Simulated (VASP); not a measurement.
# LiF in VASP: notebook

LiF is run at these levels: PBE; tasks: relaxation of cell and atoms, single point.

Program: VASP 6.6.1. These are calculated values, not measurements. Logs are shortened: lines on timing, memory, paths and dates and some standing lists are left out, and cuts for length are marked.

## Step 1: The cell of the first run

It takes space group Fm-3m (No. 225, cubic). Conventional cell: a = 4.068 Å, b = 4.068 Å, c = 4.068 Å, α = 90.00°, β = 90.00°, γ = 90.00°. Li (site symmetry m-3m) has 6 F at 2.03 Å within 2.7 Å. F (site symmetry m-3m) has 6 Li at 2.03 Å within 2.7 Å.

## Step 2: Relaxation of cell and atoms, PBE

Contents of INCAR:

```
SYSTEM = LiF
PREC = Accurate ; ENCUT = 600
EDIFF = 1E-6 ; ISMEAR = 0
SIGMA = 0.02 ; LREAL = .FALSE.
LASPH = .TRUE. ; NELM = 60
ALGO = Normal ; ISIF = 3
LWAVE = .FALSE. ; LCHARG = .FALSE.
GGA = PE ; IBRION = 2
NSW = 100 ; EDIFFG = -0.01
```

Contents of KPOINTS:

```
regular mesh
0
G
  10 10 10
  0 0 0
```

Contents of POSCAR:

```
LiF
1.0
    0.0000000000      2.0340099532      2.0340099532
    2.0340099532      0.0000000000      2.0340099532
    2.0340099532      2.0340099532      0.0000000000
Li F
1 1
Direct
    0.0000000000      0.0000000000      0.0000000000
    0.5000000000      0.5000000000      0.5000000000
```

Potentials or basis: VASP PAW PBE potentials, release 64 (Li_sv, F).

Command:

```bash
cat potpaw_PBE.64/Li_sv/POTCAR potpaw_PBE.64/F/POTCAR > POTCAR
mpirun -np 1 vasp_std > vasp.out
```

OUTCAR:

```text
SYSTEM = LiF
   PREC = Accurate
   ENCUT = 600
   EDIFF = 1E-6
   ISMEAR = 0
   LREAL = .FALSE.
   LASPH = .TRUE.
   NELM = 60
   ISIF = 3
   GGA = PE
   IBRION = 2
   NSW = 100
   EDIFFG = -0.01

 ion  position               nearest neighbor table
   1  0.000  0.000  0.000-   2 2.03   2 2.03   2 2.03   2 2.03   2 2.03   2 2.03
   2  0.500  0.500  0.500-   1 2.03   1 2.03   1 2.03   1 2.03   1 2.03   1 2.03

  LATTYP: Found a face centered cubic cell.
 ALAT       =     4.0680199064

  Lattice vectors:

 A1 = (   0.0000000000,   2.0340099532,   2.0340099532)
 A2 = (   2.0340099532,   0.0000000000,   2.0340099532)
 A3 = (   2.0340099532,   2.0340099532,   0.0000000000)

Analysis of symmetry for initial positions (statically):
=====================================================================
 Subroutine PRICEL returns:
 Original cell was already a primitive cell.

 Routine SETGRP: Setting up the symmetry group for a
 face centered cubic supercell.

 Subroutine GETGRP returns: Found 48 space group operations
 (whereof 48 operations were pure point group operations)
 out of a pool of 48 trial point group operations.

The static configuration has the point symmetry O_h .

Analysis of symmetry for dynamics (positions and initial velocities):
=====================================================================
 Subroutine PRICEL returns:
 Original cell was already a primitive cell.

 Routine SETGRP: Setting up the symmetry group for a
 face centered cubic supercell.

 Subroutine GETGRP returns: Found 48 space group operations
 (whereof 48 operations were pure point group operations)
 out of a pool of 48 trial point group operations.

The dynamic configuration has the point symmetry O_h .

 Subroutine INISYM returns: Found 48 space group operations
 (whereof 48 operations are pure point group operations),
 and found     1 'primitive' translations

----------------------------------------------------------------------------------------

                                     Primitive cell

  volume of cell :      16.8302

  direct lattice vectors                    reciprocal lattice vectors
     0.000000000  2.034009953  2.034009953    -0.245819839  0.245819839  0.245819839
     2.034009953  0.000000000  2.034009953     0.245819839 -0.245819839  0.245819839
     2.034009953  2.034009953  0.000000000     0.245819839  0.245819839 -0.245819839

  length of vectors
[... 94 lines left out ...]
   NUPDOWN=      -1.0000    fix difference up-down
   EMIN   =  10.00;   EMAX   =-10.00  energy-range for DOS
   EFERMI =   0.00;   METHOD = LEGACY
   ISMEAR =     0;   SIGMA  =   0.02  broadening in eV -4-tet -1-fermi 0-gaus
   EFERMI_NEDOS =   21; number of points for ismear=-14 and -15
   IALGO  =     38    algorithm
   IMIX   =      4    mixing-type and parameters
     AMIX     =   0.40;   BMIX     =  1.00
     AMIX_MAG =   1.60;   BMIX_MAG =  1.00
  volume/ion in A,a.u.               =       8.42        56.79
  Fermi-wavevector in a.u.,A,eV,Ry     =   1.376296  2.600822 25.772018  1.894190
  Thomas-Fermi vector in A             =   2.501553
   LORBIT       =      0    0 simple, 1 ext, 2 COOP (PROOUT), +10 PAW based schemes
   GGA     = PE    functional components
   LHFCALC =     F    Hartree Fock is set to
   AEXX    =    0.0000 exact exchange contribution
   IVDW    =     0    specifies the selected vdW correction
   LEPSILON=     F    determine dielectric tensor
   LRPA    =     F    only Hartree local field effects (RPA)
 conjugate gradient relaxation of ions
 non-spin polarized calculation
 Gauss-broadening in eV      SIGMA  =   0.02
  energy-cutoff  :      600.00
  volume of cell :       16.83
 maximum number of plane-waves:       588
   NGX = 11   NGY = 11   NGZ = 11

--------------------------------------- Ionic step        1  -------------------------------------------

 number of electron      10.0000000 magnetization

 number of electron       9.9999992 magnetization

 Free energy of the ion-electron system (eV)
  ---------------------------------------------------
  ext. energy  EPLUGINS =         0.00000000
  ---------------------------------------------------
  free energy    TOTEN  =        -9.64329954 eV

  energy without entropy =       -9.64329954  energy(sigma->0) =       -9.64329954

------------------------ aborting loop because EDIFF is reached ----------------------------------------

  FORCE on cell =-STRESS in cart. coord.  units (eV):
  Direction    XX          YY          ZZ          XY          YZ          ZX
  --------------------------------------------------------------------------------------
  -------------------------------------------------------------------------------------
  Total       -0.0813723     -0.0813723     -0.0813723     -0.0000000      0.0000000     -0.0000000
  in kB       -7.7463688     -7.7463688     -7.7463688     -0.0000000      0.0000000     -0.0000000
  external PRESSURE =      -7.7463688 kB  Pullay stress =       0.0000000 kB
[... 59 lines left out ...]
--------------------------------------- Ionic step        3  -------------------------------------------

 number of electron       9.9999991 magnetization

 Free energy of the ion-electron system (eV)
  ---------------------------------------------------
  ext. energy  EPLUGINS =         0.00000000
  ---------------------------------------------------
  free energy    TOTEN  =        -9.64374679 eV

  energy without entropy =       -9.64374679  energy(sigma->0) =       -9.64374679

 E-fermi :  -0.9085     XC(G=0):  -9.8956

 val. band max:       -1.1302359069   @ k =   0.0000   0.0000   0.0000
 cond. band min:       7.7995946414   @ k =   0.0000   0.0000   0.0000
 fundamental gap:      8.9298305484
 Fermi energy:        -0.9084589568

 k-point     1 :       0.0000    0.0000    0.0000
  band No.  band energies     occupation
      1     -42.0871      2.00000
      2     -21.0552      2.00000
      3      -1.1302      2.00000
      4      -1.1302      2.00000
      5      -1.1302      2.00000
      6       7.7996      0.00000
      7      22.5998      0.00000
      8      22.5998      0.00000
      9      22.5998      0.00000
[... 265 lines left out ...]
 k-point    24 :       0.4000    0.3000    0.0000
  band No.  band energies     occupation
      1     -42.0318      2.00000
      2     -20.5468      2.00000
      3      -3.3924      2.00000
      4      -1.9795      2.00000
      5      -1.8706      2.00000
      6      11.7811      0.00000
      7      15.5470      0.00000
      8      17.2144      0.00000
      9      18.8324      0.00000

 [... further k-points ...]
[... 5 lines left out ...]
  --------------------------------------------------------------------------------------
  -------------------------------------------------------------------------------------
  Total       -0.0004181     -0.0004181     -0.0004181      0.0000000      0.0000000      0.0000000
  in kB       -0.0402664     -0.0402664     -0.0402664      0.0000000      0.0000000      0.0000000
  external PRESSURE =      -0.0402664 kB  Pullay stress =       0.0000000 kB
[... 17 lines left out ...]
  FREE ENERGIE OF THE ION-ELECTRON SYSTEM (eV)
  ---------------------------------------------------
  free  energy   TOTEN  =        -9.6437467948 eV

  energy  without entropy=       -9.6437467948  energy(sigma->0) =       -9.64374679

 reached required accuracy - stopping structural energy minimisation
```

Run time: 15 s. Hardware: 1 thread of Intel Xeon 8259CL, shared host; peak memory 0.14 GiB.

What came out:

```
Free energy                           : -9.6437 eV
Relaxed volume                        : 8.32 Å³/atom
Relaxed cell                          : a = 2.865 Å, b = 2.865 Å, c = 2.865 Å, α = 60.00°, β = 60.00°, γ = 60.00°
Space group after relaxing (to 0.1 Å) : Fm-3m (No. 225)
Energy gained by relaxing             : 0.2 meV/atom
Ionic steps                           : 3
Pressure after relaxing               : 0.0 GPa
Band gap on the k mesh                : 8.93 eV
```

The path:
| step | energy change (eV) | largest force (eV/Å) | pressure (GPa) | volume (Å³) |
| --- | --- | --- | --- | --- |
| 1 | 0.0000 | 0.0000 | -0.77 | 16.83 |
| 2 | -0.0003 | 0.0000 | -0.38 | 16.73 |
| 3 | -0.0004 | 0.0000 | 0.00 | 16.64 |

Final structure:
```cif
data_structure
_symmetry_space_group_name_H-M 'P 1'
_symmetry_Int_Tables_number 1
_cell_length_a 2.8654
_cell_length_b 2.8654
_cell_length_c 2.8654
_cell_angle_alpha 60.000
_cell_angle_beta 60.000
_cell_angle_gamma 60.000
_cell_volume 16.64
loop_
_atom_site_label
_atom_site_type_symbol
_atom_site_fract_x
_atom_site_fract_y
_atom_site_fract_z
_atom_site_occupancy
Li1 Li 0.00000 0.00000 0.00000 1
F1 F 0.50000 0.50000 0.50000 1
```

Levels at points of the mesh, in eV from the valence-band top:
| k point | band 2 | band 3 | band 4 | band 5 | band 6 | band 7 | band 8 | band 9 |
| --- | --- | --- | --- | --- | --- | --- | --- | --- |
| (0.00, 0.00, 0.00) | -19.93 | 0.00 | 0.00 | 0.00 | 8.93 | 23.73 | 23.73 | 23.73 |
| (0.50, 0.00, 0.00) | -19.50 | -2.46 | -0.22 | -0.22 | 10.68 | 16.52 | 18.75 | 18.75 |
| (0.50, 0.50, 0.00) | -19.25 | -2.93 | -0.97 | -0.97 | 14.64 | 16.39 | 17.23 | 20.02 |

Caveat: the cutoff is under 1.25 times the usual one of these potentials, so pressure, stress and relaxed cells hold a basis-set (Pulay) error.

## Step 3: Single point, PBE

This run uses another cell than the first one: it holds 12 atoms, not 2.

Contents of INCAR:

```
PREC     = Accurate       # precision mode
ENCUT    = 520            # plane-wave cutoff, eV
EDIFF    = 1E-6           # SCF threshold, eV
ISMEAR   = 0              # smearing method
SIGMA    = 0.1            # smearing width, eV
LREAL    = False          # projectors in reciprocal space
LASPH    = True           # aspherical terms in the spheres
NELM     = 80             # most SCF steps
ALGO     = Normal         # electronic algorithm
ISIF     = 2              # what is computed and relaxed
LWAVE    = False          # write WAVECAR
LCHARG   = False          # write CHGCAR
GGA      = PE             # functional
NBANDS   = 42             # bands
```

Contents of KPOINTS:

```
Automatic mesh
0
Gamma
  4 4 2
```

Contents of POSCAR:

```
LiF
1.0
    1.4381240415     -2.4917012603      0.0001979096
   -4.3139446121     -2.4914779286     -0.0000915657
   -0.0006640976      0.0025929990     -7.0457971639
Li F
6 6
Direct
    0.6664959019      0.9998725678      0.8333216663
    1.1664819430      0.4998431697      0.8333408844
    0.6667446514      0.6667156721      0.1666981511
    0.1667665299      0.1666720780      0.1666531059
    0.1665532530      0.8333695921      0.5000186134
    0.6666093144      0.3333571202      0.4999912431
    0.6666513037      0.6666595791      0.6666721390
    0.1666313701      0.1666425011      0.6666493616
    0.1667963809      0.8333136449      1.0000028028
    0.6667946829      0.3333381110      0.9999984356
    0.6667626474      1.0001013947      0.3333191037
    1.1667120216      0.5001145696      0.3333344932
```

Potentials or basis: VASP PAW PBE potentials, release 64 (Li_sv, F).

Command:

```bash
cat potpaw_PBE.64/Li_sv/POTCAR potpaw_PBE.64/F/POTCAR > POTCAR
mpirun -np 1 vasp_std > vasp.out
```

OUTCAR:

```text
PREC = Accurate
   ENCUT = 520
   EDIFF = 1E-6
   ISMEAR = 0
   LREAL = False
   LASPH = True
   NELM = 80
   ISIF = 2
   GGA = PE

 ion  position               nearest neighbor table
   1  0.666  1.000  0.833-   7 2.03   8 2.03   9 2.03   9 2.03  10 2.03   8 2.04
   2  0.166  0.500  0.833-   8 2.03   7 2.03  10 2.03  10 2.03   9 2.03   7 2.04
   3  0.667  0.667  0.167-  12 2.03   9 2.03  11 2.03  10 2.03  12 2.03   9 2.03
   4  0.167  0.167  0.167-  11 2.03  10 2.03   9 2.03  12 2.03  11 2.03  10 2.03
   5  0.167  0.833  0.500-   8 2.03  11 2.03  12 2.03   7 2.03   7 2.03  11 2.04
[... 1129 lines left out ...]
 VOLUME and BASIS-vectors are now :
 -----------------------------------------------------------------------------
  energy-cutoff  :      520.00
  volume of cell :      100.98
      direct lattice vectors                 reciprocal lattice vectors
     1.438124042 -2.491701260  0.000197910     0.173838818 -0.300998460 -0.000127159
    -4.313944612 -2.491477929 -0.000091566    -0.173854393 -0.100342762 -0.000020542
    -0.000664098  0.002592999 -7.045797164     0.000007142 -0.000007151 -0.141928585

 POSITION                                       TOTAL-FORCE (eV/Angst)
 -----------------------------------------------------------------------------------
     -3.35544     -4.14971     -5.87138         0.000047     -0.001077     -0.000491
     -1.91743     -1.65801     -5.87156        -0.000904     -0.001754     -0.000221
     -1.91742     -3.32200     -1.17445         0.000424      0.000293      0.000763
     -0.47929     -0.83036     -1.17419        -0.000219      0.000000     -0.000065
     -3.35592     -2.49003     -3.52307         0.000319     -0.000554      0.000314
     -0.47975     -2.49025     -3.52274        -0.000309     -0.000486      0.000142
     -1.91765     -3.32033     -4.69717        -0.000149      0.000300      0.000281
     -0.47969     -0.82865     -4.69706        -0.000401     -0.000181     -0.000432
     -3.35500     -2.49179     -0.00006        -0.000634      0.000631      0.000215
     -0.47973     -2.48936     -7.04568         0.000524      0.001364      0.000266
      0.95823     -1.66076     -2.34837         0.000320      0.000850     -0.000487
     -1.91794     -1.66056     -2.34862         0.000983      0.000613     -0.000284
 -----------------------------------------------------------------------------------
    total drift:                               -0.000042     -0.000020     -0.000008

  FREE ENERGIE OF THE ION-ELECTRON SYSTEM (eV)
  ---------------------------------------------------
  free  energy   TOTEN  =       -57.8438970040 eV

  energy  without entropy=      -57.8438970040  energy(sigma->0) =      -57.84389700
```

OSZICAR:

```text
N       E                     dE             d eps       ncg     rms          rms(c)
DAV:   1     0.523303997650E+03    0.52330E+03   -0.31351E+04  1680   0.161E+03
DAV:   2    -0.114885797609E+02   -0.53479E+03   -0.51354E+03  1882   0.432E+02
DAV:   3    -0.568024089782E+02   -0.45314E+02   -0.45056E+02  2558   0.107E+02
DAV:   4    -0.606470806141E+02   -0.38447E+01   -0.38281E+01  2636   0.289E+01
DAV:   5    -0.609136366978E+02   -0.26656E+00   -0.26653E+00  2410   0.555E+00    0.111E+01
DAV:   6    -0.577285773136E+02    0.31851E+01   -0.10122E+01  1770   0.171E+01    0.349E+00
DAV:   7    -0.577970979105E+02   -0.68521E-01   -0.62472E-01  2416   0.302E+00    0.226E+00
DAV:   8    -0.578422485594E+02   -0.45151E-01   -0.11833E-01  1940   0.238E+00    0.413E-01
DAV:   9    -0.578429038236E+02   -0.65526E-03   -0.26100E-02  2518   0.815E-01    0.137E-01
DAV:  10    -0.578439532879E+02   -0.10495E-02   -0.36992E-03  2156   0.262E-01    0.702E-02
DAV:  11    -0.578439050419E+02    0.48246E-04   -0.17241E-04  2342   0.822E-02    0.187E-02
DAV:  12    -0.578438972006E+02    0.78413E-05   -0.14473E-05  2102   0.216E-02    0.230E-03
DAV:  13    -0.578438970040E+02    0.19653E-06   -0.13879E-06  1764   0.469E-03
   1 F= -.57843897E+02 E0= -.57843897E+02  d E =-.155632E-18
```

stdout:

```text
POSCAR found type information on POSCAR LiF
 POSCAR found :  2 types and      12 ions
 scaLAPACK will be used
 LDA part: xc-table for (Slater+PW92), standard interpolation
 POSCAR, INCAR and KPOINTS ok, starting setup
 FFT: planning ... GRIDC
 FFT: planning ... GRID_SOFT
 FFT: planning ... GRID
 WAVECAR not read
 entering main loop
```

Wall time 2.2 min (1 thread of Intel Xeon 8259CL, shared host); peak memory 0.23 GiB.

Results:

```
Free energy            : -57.8439 eV
Band gap on the k mesh : 8.83 eV
```

Caveat: the k points lie up to 0.55 Å⁻¹ apart; the cutoff is under 1.25 times the usual one of these potentials, so pressure, stress and relaxed cells hold a basis-set (Pulay) error.
